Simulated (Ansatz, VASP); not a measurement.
**P: VASP beside Ansatz**

```
P
1.0
     2.39048    0.00000    0.00000
     0.00000    2.39048    0.00000
     0.00000    0.00000    2.39065
P
1
Direct
  0.00000 0.00000 0.00000
```

Alike in both runs: functional PBEsol; dispersion D3(BJ); k mesh 18 × 18 × 18; occupations gaussian, width 0.1 eV; no spin polarisation.

Ansatz relaxed the structure, and its values are those at the end. VASP's run is a single point on that final structure, the one shown.

|  | VASP | Ansatz |
| --- | --- | --- |
| version | VASP 6.6.1 | Ansatz 0.2.0 |
| potentials or method | VASP PAW PBE potentials, release 64 (P), cutoff 520 eV | scalar-relativistic, plane waves, PAW |
| valence electrons in the cell | 5 | 5 |

|  | VASP | Ansatz | Ansatz less VASP |
| --- | --- | --- | --- |
| gap on the k mesh at the Fermi level (eV) | none | none | - |
| pressure (GPa) | 0.1 | 0.0 | -0.10 |

VASP's potentials were made for PBE, not for PBEsol. A gap of «none» marks a metal or a gap that the smearing closes.
